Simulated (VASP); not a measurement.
# Zn (P6_3/mmc) in VASP: notebook

Zn is run at these levels: r2SCAN; tasks: single point.

Program: VASP 6.6.1. These are calculated values, not measurements. Logs are shortened: lines on timing, memory, paths and dates and some standing lists are left out, and cuts for length are marked.

## (1) The cell of the first run

Symmetry: P6_3/mmc, No. 194, hexagonal system. The conventional cell has a = 2.670 Å, b = 2.670 Å, c = 4.966 Å, α = 90.00°, β = 90.00°, γ = 120.00°. Within 3.5 Å of Zn (site symmetry -6m2) lie 12 Zn at 2.67 to 2.92 Å.

## (2) Single point, r2SCAN

File POSCAR:

```
Zn
1.0
    2.6700000000      0.0000000000      0.0000000000
   -1.3350000000      2.3122878281      0.0000000000
    0.0000000000      0.0000000000      4.9660000000
Zn
2
Direct
    0.6666666667      0.3333333333      0.7500000000
    0.3333333333      0.6666666667      0.2500000000
```

File INCAR.step1:

```
SYSTEM = Zn
PREC = Accurate
ENCUT = 520
ISMEAR = -1
SIGMA = 0.05
LREAL = .FALSE.
LASPH = .TRUE.
NELM = 60
NBANDS = 19
GGA = PE
ALGO = Normal
EDIFF = 1E-4
LWAVE = .TRUE.
LCHARG = .FALSE.
```

File INCAR.step2:

```
SYSTEM = Zn
PREC = Accurate
ENCUT = 520
EDIFF = 1E-6
ISMEAR = -1
SIGMA = 0.05
LREAL = .FALSE.
LASPH = .TRUE.
NELM = 60
ALGO = Normal
ISIF = 2
LWAVE = .FALSE.
LCHARG = .FALSE.
METAGGA = R2SCAN
LMIXTAU = .TRUE.
NBANDS = 19
ISTART = 1
```

File KPOINTS:

```
Automatic mesh
0
G
  11 11 6
  0 0 0
```

Potentials or basis: VASP PAW PBE potentials, release 64 (Zn).

Launch:

```
> cat potpaw_PBE.64/Zn/POTCAR > POTCAR
> cp INCAR.step1 INCAR
> mpirun -np 1 vasp_std > vasp.out
> cp INCAR.step2 INCAR
> mpirun -np 1 vasp_std > vasp.out
```

OUTCAR:

```text
SYSTEM = Zn
   PREC = Accurate
   ENCUT = 520
   EDIFF = 1E-6
   ISMEAR = -1
   LREAL = .FALSE.
   LASPH = .TRUE.
   NELM = 60
   ISIF = 2
   METAGGA = R2SCAN
   ISTART = 1

 ion  position               nearest neighbor table
   1  0.667  0.333  0.750-   2 2.92   2 2.92   2 2.92   2 2.92   2 2.92   2 2.92
   2  0.333  0.667  0.250-   1 2.92   1 2.92   1 2.92   1 2.92   1 2.92   1 2.92

  LATTYP: Found a hexagonal cell.
 ALAT       =     2.6700000000
 C/A-ratio  =     1.8599250936

  Lattice vectors:

 A1 = (   2.6700000000,   0.0000000000,   0.0000000000)
 A2 = (  -1.3350000000,   2.3122878281,   0.0000000000)
 A3 = (   0.0000000000,   0.0000000000,   4.9660000000)

Analysis of symmetry for initial positions (statically):
=====================================================================
 Subroutine PRICEL returns:
 Original cell was already a primitive cell.

 Routine SETGRP: Setting up the symmetry group for a
 hexagonal supercell.

 Subroutine GETGRP returns: Found 24 space group operations
 (whereof 12 operations were pure point group operations)
 out of a pool of 24 trial point group operations.

The static configuration has the point symmetry D_3d.
 The point group associated with its full space group is D_6h.

Analysis of symmetry for dynamics (positions and initial velocities):
=====================================================================
 Subroutine PRICEL returns:
 Original cell was already a primitive cell.

 Routine SETGRP: Setting up the symmetry group for a
 hexagonal supercell.

 Subroutine GETGRP returns: Found 24 space group operations
 (whereof 12 operations were pure point group operations)
 out of a pool of 24 trial point group operations.

The dynamic configuration has the point symmetry D_3d.
 The point group associated with its full space group is D_6h.

 Subroutine INISYM returns: Found 24 space group operations
 (whereof 12 operations are pure point group operations),
 and found     1 'primitive' translations

----------------------------------------------------------------------------------------

                                     Primitive cell

  volume of cell :      30.6591

  direct lattice vectors                    reciprocal lattice vectors
     2.670000000  0.000000000  0.000000000     0.374531835  0.216236056  0.000000000
    -1.335000000  2.312287828  0.000000000     0.000000000  0.432472112  0.000000000
     0.000000000  0.000000000  4.966000000     0.000000000  0.000000000  0.201369311

  length of vectors
     2.670000000  2.670000000  4.966000000     0.432472112  0.432472112  0.201369311

  position of ions in fractional coordinates (direct lattice)
     0.666666667  0.333333333  0.750000000
     0.333333333  0.666666667  0.250000000

  ion indices of the primitive-cell ions
   primitive index   ion index
                 1           1
                 2           2

----------------------------------------------------------------------------------------

 KPOINTS: Automatic mesh

Automatic generation of k-mesh.
 Grid dimensions read from file:
 generate k-points for:   11   11    6

 Generating k-lattice:

  Cartesian coordinates                     Fractional coordinates (reciprocal lattice)
     0.034048349  0.019657823  0.000000000     0.090909091  0.000000000  0.000000000
     0.000000000  0.039315647  0.000000000     0.000000000  0.090909091  0.000000000
     0.000000000  0.000000000  0.033561552     0.000000000  0.000000000  0.166666667

  Length of vectors
     0.039315647  0.039315647  0.033561552

  Shift w.r.t. Gamma in fractional coordinates (k-lattice)
     0.000000000  0.000000000  0.000000000

 Subroutine IBZKPT returns following result:
 ===========================================

 Found     64 irreducible k-points:

 Following reciprocal coordinates:
            Coordinates               Weight
  0.000000  0.000000  0.000000      1.000000
  0.090909  0.000000  0.000000      6.000000
  0.181818  0.000000  0.000000      6.000000
  0.272727  0.000000  0.000000      6.000000
  0.363636  0.000000  0.000000      6.000000
  0.454545  0.000000  0.000000      6.000000
[... 16 lines left out ...]
  0.090909  0.090909  0.166667     12.000000
  0.181818  0.090909  0.166667     24.000000
 [... further k-points ...]
   k-points           NKPTS =     64   k-points in BZ     NKDIM =     64   number of bands    NBANDS=     19
   number of dos      NEDOS =    301   number of ions     NIONS =      2
   total plane-waves  NPLWV =  16000
   dimension x,y,z NGX =    20 NGY =   20 NGZ =   40
   dimension x,y,z NGXF=    40 NGYF=   40 NGZF=   80
   ions per type =               2
   NGX,Y,Z   is equivalent  to a cutoff of  12.45, 12.45, 13.39 a.u.
   NGXF,Y,Z  is equivalent  to a cutoff of  24.91, 24.91, 26.78 a.u.
 SYSTEM =  Zn
   PREC   = accura    normal or accurate (medium, high low for compatibility)
   ISTART =      1    job   : 0-new  1-cont  2-samecut
   ICHARG =      0    charge: 1-file 2-atom 10-const
   ISPIN  =      1    spin polarized calculation?
   LNONCOLLINEAR =      F non collinear calculations
   LSORBIT =      F    spin-orbit coupling
   LASPH  =      T    aspherical Exc in radial PAW
   ENCUT  =  520.0 eV  38.22 Ry    6.18 a.u.   4.96  4.96  9.23*2*pi/ulx,y,z
   NELM   =     60;   NELMIN=  2; NELMDL=  0     # of ELM steps
   EDIFF  = 0.1E-05   stopping-criterion for ELM
   LREAL  =      F    real-space projection
[... 7 lines left out ...]
   TEBEG  =    0.0;   TEEND  =   0.0 temperature during run
   PSTRESS=    0.0 pullay stress
   NELECT =      24.0000    total number of electrons
   NUPDOWN=      -1.0000    fix difference up-down
   EMIN   =  10.00;   EMAX   =-10.00  energy-range for DOS
   EFERMI =   0.00;   METHOD = LEGACY
   ISMEAR =    -1;   SIGMA  =   0.05  broadening in eV -4-tet -1-fermi 0-gaus
   EFERMI_NEDOS =   21; number of points for ismear=-14 and -15
   IALGO  =     38    algorithm
   IMIX   =      4    mixing-type and parameters
     AMIX     =   0.40;   BMIX     =  1.00
     AMIX_MAG =   1.60;   BMIX_MAG =  1.00
  volume/ion in A,a.u.               =      15.33       103.45
  Fermi-wavevector in a.u.,A,eV,Ry     =   1.508778  2.851177 30.972445  2.276410
  Thomas-Fermi vector in A             =   2.619187
   LORBIT       =      0    0 simple, 1 ext, 2 COOP (PROOUT), +10 PAW based schemes
   METAGGA = R2SCAN    functional components
   LHFCALC =     F    Hartree Fock is set to
   AEXX    =    0.0000 exact exchange contribution
   IVDW    =     0    specifies the selected vdW correction
   LEPSILON=     F    determine dielectric tensor
   LRPA    =     F    only Hartree local field effects (RPA)
 non-spin polarized calculation
  energy-cutoff  :      520.00
  volume of cell :       30.66
 maximum number of plane-waves:       846
 NGX is ok and might be reduce to    20
   NGX =  9   NGY =  9   NGZ = 19

 number of electron      24.0000011 magnetization

 Free energy of the ion-electron system (eV)
  ---------------------------------------------------
  ext. energy  EPLUGINS =         0.00000000
  ---------------------------------------------------
  free energy    TOTEN  =       -17.75844016 eV

  energy without entropy =      -17.75424920  energy(sigma->0) =      -17.75634468

 E-fermi :   2.7951     XC(G=0): -12.5784

 val. band max:        2.7851519196   @ k =   0.3636   0.2727   0.3333
 cond. band min:       2.8731622038   @ k =   0.1818   0.0000   0.1667
 fundamental gap:      0.0880102842
 Fermi energy:         2.7951031014

 k-point     1 :       0.0000    0.0000    0.0000
  band No.  band energies     occupation
      1      -7.8717      2.00000
      2      -6.0099      2.00000
      3      -5.2835      2.00000
      4      -5.0397      2.00000
      5      -5.0396      2.00000
      6      -4.9898      2.00000
[... 11 lines left out ...]
     18      22.8929      0.00000
     19      22.8929      0.00000

 k-point     2 :       0.0909    0.0000    0.0000
  band No.  band energies     occupation
      1      -7.6166      2.00000
      2      -5.9042      2.00000
      3      -5.2603      2.00000
      4      -5.0627      2.00000
      5      -5.0145      2.00000
      6      -4.9821      2.00000
[... 11 lines left out ...]
     18      21.5474      0.00000
     19      23.5712      0.00000

 k-point     3 :       0.1818    0.0000    0.0000
  band No.  band energies     occupation
      1      -6.8852      2.00000
      2      -5.6744      2.00000
      3      -5.2277      2.00000
      4      -5.1071      2.00000
      5      -4.9884      2.00000
      6      -4.9579      2.00000
[... 11 lines left out ...]
     18      19.6648      0.00000
     19      20.3128      0.00000

 k-point     4 :       0.2727    0.0000    0.0000
  band No.  band energies     occupation
      1      -5.9744      2.00000
      2      -5.5980      2.00000
      3      -5.2358      2.00000
      4      -5.1277      2.00000
      5      -5.0196      2.00000
      6      -4.8808      2.00000
[... 11 lines left out ...]
     18      18.7324      0.00000
     19      20.0138      0.00000

 k-point     5 :       0.3636    0.0000    0.0000
  band No.  band energies     occupation
      1      -5.7426      2.00000
      2      -5.6588      2.00000
      3      -5.4343      2.00000
      4      -4.9924      2.00000
      5      -4.9912      2.00000
      6      -4.8641      2.00000
[... 11 lines left out ...]
     18      18.0950      0.00000
     19      19.9076      0.00000
[... 334 lines left out ...]
      2      -5.6711      2.00000
      3      -5.4124      2.00000
      4      -5.1620      2.00000
      5      -4.9033      2.00000
      6      -4.8403      2.00000
[... 11 lines left out ...]
     18      18.0473      0.00000
     19      19.0104      0.00000

 k-point    22 :       0.4545    0.0000    0.1667
  band No.  band energies     occupation
      1      -5.7783      2.00000
      2      -5.7434      2.00000
      3      -5.4937      2.00000
      4      -5.1877      2.00000
      5      -4.8696      2.00000
      6      -4.8364      2.00000
[... 11 lines left out ...]
     18      17.8537      0.00000
     19      18.3873      0.00000

 k-point    23 :       0.0909    0.0909    0.1667
  band No.  band energies     occupation
      1      -6.9563      2.00000
      2      -5.7237      2.00000
      3      -5.2352      2.00000
      4      -5.1088      2.00000
      5      -5.0830      2.00000
      6      -4.8725      2.00000
[... 11 lines left out ...]
     18      19.9704      0.00000
     19      22.9440      0.00000

 k-point    24 :       0.1818    0.0909    0.1667
  band No.  band energies     occupation
      1      -6.1107      2.00000
      2      -5.5144      2.00000
      3      -5.2313      2.00000
      4      -5.1737      2.00000
      5      -5.1316      2.00000
      6      -5.0017      2.00000
[... 11 lines left out ...]
     18      18.1628      0.00000
     19      20.3338      0.00000

 [... further k-points ...]

------------------------ aborting loop because EDIFF is reached ----------------------------------------

  FORCE on cell =-STRESS in cart. coord.  units (eV):
  Direction    XX          YY          ZZ          XY          YZ          ZX
  --------------------------------------------------------------------------------------
  -------------------------------------------------------------------------------------
  Total       -0.8510812     -0.8510812     -0.8271278      0.0000000      0.0000000      0.0000000
  in kB      -44.4755876    -44.4755876    -43.2238396      0.0000000      0.0000000      0.0000000
  external PRESSURE =     -44.0583383 kB  Pullay stress =       0.0000000 kB

 VOLUME and BASIS-vectors are now :
 -----------------------------------------------------------------------------
  energy-cutoff  :      520.00
  volume of cell :       30.66
      direct lattice vectors                 reciprocal lattice vectors
     2.670000000  0.000000000  0.000000000     0.374531835  0.216236056  0.000000000
    -1.335000000  2.312287828  0.000000000     0.000000000  0.432472112  0.000000000
     0.000000000  0.000000000  4.966000000     0.000000000  0.000000000  0.201369311

 POSITION                                       TOTAL-FORCE (eV/Angst)
 -----------------------------------------------------------------------------------
      1.33500      0.77076      3.72450        -0.000000     -0.000000      0.000000
     -0.00000      1.54153      1.24150         0.000000      0.000000      0.000000
 -----------------------------------------------------------------------------------
    total drift:                               -0.000000      0.000000      0.000000

  FREE ENERGIE OF THE ION-ELECTRON SYSTEM (eV)
  ---------------------------------------------------
  free  energy   TOTEN  =       -17.7584401619 eV

  energy  without entropy=      -17.7542491981  energy(sigma->0) =      -17.75634468
```

Run time: 3.3 min. Hardware: 1 thread of Intel Xeon 8259CL, shared host; peak memory 0.17 GiB.

Results:

- Free energy: -17.7584 eV
- Pressure: -4.4 GPa
- Band gap on the k mesh: zero (bands 12 and 13 overlap by 4.89 eV)

Caveat: the cell stands under tension; the PAW data sets were made with another functional, which shifts forces and pressure a little.

## (3) Single point, r2SCAN

This run uses another cell than the first one, of 15.64 Å³/atom.

File POSCAR:

```
Zn
1.0
    2.6876826345      0.0000000000      0.0000000000
   -1.3438413173      2.3276014388      0.0000000000
    0.0000000000      0.0000000000      4.9988883757
Zn
2
Direct
    0.6666666667      0.3333333333      0.7500000000
    0.3333333333      0.6666666667      0.2500000000
```

File INCAR.step1:

```
  ALGO = Normal
  EDIFF = 1E-4
  ENCUT = 520
  GGA = PE
  ISMEAR = -1
  LASPH = T
  LCHARG = F
  LREAL = F
  LWAVE = T
  NBANDS = 19
  NELM = 80
  PREC = Accurate
  SIGMA = 0.05
```

File INCAR.step2:

```
  ALGO = Normal
  EDIFF = 1E-7
  ENCUT = 520
  ISIF = 2
  ISMEAR = -1
  ISTART = 1
  LASPH = T
  LCHARG = F
  LMIXTAU = T
  LREAL = F
  LWAVE = F
  METAGGA = R2SCAN
  NBANDS = 19
  NELM = 80
  PREC = Accurate
  SIGMA = 0.05
```

File KPOINTS:

```
k-points
0
Gamma
  11 11 6
```

Potentials or basis: VASP PAW PBE potentials, release 64 (Zn).

Launch:

```
> cat potpaw_PBE.64/Zn/POTCAR > POTCAR
> cp INCAR.step1 INCAR
> mpirun -np 1 vasp_std > vasp.out
> cp INCAR.step2 INCAR
> mpirun -np 1 vasp_std > vasp.out
```

OUTCAR:

```text
EDIFF = 1E-7
   ENCUT = 520
   ISIF = 2
   ISMEAR = -1
   ISTART = 1
   LASPH = T
   LREAL = F
   METAGGA = R2SCAN
   NELM = 80
   PREC = Accurate

 ion  position               nearest neighbor table
   1  0.667  0.333  0.750-   2 2.94   2 2.94   2 2.94   2 2.94   2 2.94   2 2.94
   2  0.333  0.667  0.250-   1 2.94   1 2.94   1 2.94   1 2.94   1 2.94   1 2.94

  LATTYP: Found a hexagonal cell.
 ALAT       =     2.6876826345
 C/A-ratio  =     1.8599250937

  Lattice vectors:

 A1 = (   2.6876826345,   0.0000000000,   0.0000000000)
 A2 = (  -1.3438413173,   2.3276014388,   0.0000000000)
 A3 = (   0.0000000000,   0.0000000000,   4.9988883757)

Analysis of symmetry for initial positions (statically):
=====================================================================
 Subroutine PRICEL returns:
 Original cell was already a primitive cell.

 Routine SETGRP: Setting up the symmetry group for a
 hexagonal supercell.

 Subroutine GETGRP returns: Found 24 space group operations
 (whereof 12 operations were pure point group operations)
 out of a pool of 24 trial point group operations.

The static configuration has the point symmetry D_3d.
 The point group associated with its full space group is D_6h.
[... 159 lines left out ...]

  energy without entropy =      -17.73446199  energy(sigma->0) =      -17.73658129

 E-fermi :   2.6644     XC(G=0): -12.4589

 val. band max:        2.6450329507   @ k =   0.3636   0.2727   0.3333
 cond. band min:       2.7369899445   @ k =   0.1818   0.0000   0.1667
 fundamental gap:      0.0919569939
 Fermi energy:         2.6644272685

 k-point     1 :       0.0000    0.0000    0.0000
  band No.  band energies     occupation
      1      -7.8481      2.00000
      2      -6.0585      2.00000
      3      -5.3629      2.00000
      4      -5.1282      2.00000
      5      -5.1281      2.00000
      6      -5.0803      2.00000
[... 505 lines left out ...]
      6      -5.0896      2.00000
[... 11 lines left out ...]
     18      17.8204      0.00000
     19      19.9993      0.00000

 [... further k-points ...]

------------------------ aborting loop because EDIFF is reached ----------------------------------------

  FORCE on cell =-STRESS in cart. coord.  units (eV):
  Direction    XX          YY          ZZ          XY          YZ          ZX
  --------------------------------------------------------------------------------------
  -------------------------------------------------------------------------------------
  Total       -1.1573696     -1.1573696     -0.9810222      0.0000000     -0.0000000      0.0000000
  in kB      -59.2956182    -59.2956182    -50.2607987      0.0000000     -0.0000000      0.0000000
  external PRESSURE =     -56.2840117 kB  Pullay stress =       0.0000000 kB

 VOLUME and BASIS-vectors are now :
 -----------------------------------------------------------------------------
  energy-cutoff  :      520.00
  volume of cell :       31.27
      direct lattice vectors                 reciprocal lattice vectors
     2.687682634  0.000000000  0.000000000     0.372067739  0.214813409  0.000000000
    -1.343841317  2.327601439  0.000000000     0.000000000  0.429626818  0.000000000
     0.000000000  0.000000000  4.998888376     0.000000000  0.000000000  0.200044475

 POSITION                                       TOTAL-FORCE (eV/Angst)
 -----------------------------------------------------------------------------------
      1.34384      0.77587      3.74917         0.000000     -0.000000      0.000000
     -0.00000      1.55173      1.24972         0.000000      0.000000      0.000000
 -----------------------------------------------------------------------------------
    total drift:                               -0.000000      0.000000      0.000000

  FREE ENERGIE OF THE ION-ELECTRON SYSTEM (eV)
  ---------------------------------------------------
  free  energy   TOTEN  =       -17.7387005934 eV

  energy  without entropy=      -17.7344619916  energy(sigma->0) =      -17.73658129
```

OUTCAR.step1:

```text
EDIFF = 1E-4
   ENCUT = 520
   GGA = PE
   ISMEAR = -1
   LASPH = T
   LREAL = F
[... 750 lines left out ...]
 -----------------------------------------------------------------------------------
      1.34384      0.77587      3.74917         0.000000     -0.000000      0.000000
     -0.00000      1.55173      1.24972        -0.000000      0.000000      0.000000
 -----------------------------------------------------------------------------------
    total drift:                               -0.000000      0.000000      0.000000

  FREE ENERGIE OF THE ION-ELECTRON SYSTEM (eV)
  ---------------------------------------------------
  free  energy   TOTEN  =        -2.1986935361 eV

  energy  without entropy=       -2.1939856834  energy(sigma->0) =       -2.19633961
```

Wall time 3.4 min (1 thread of Intel Xeon 8259CL, shared host); peak memory 0.17 GiB.

What came out:

- Free energy: -17.7387 eV
- Pressure: -5.6 GPa
- Band gap on the k mesh: zero (bands 12 and 13 overlap by 4.89 eV)

Caveat: the cell stands under tension; the PAW data sets were made with another functional, which shifts forces and pressure a little.

(Part 1 of 2 ends here.)
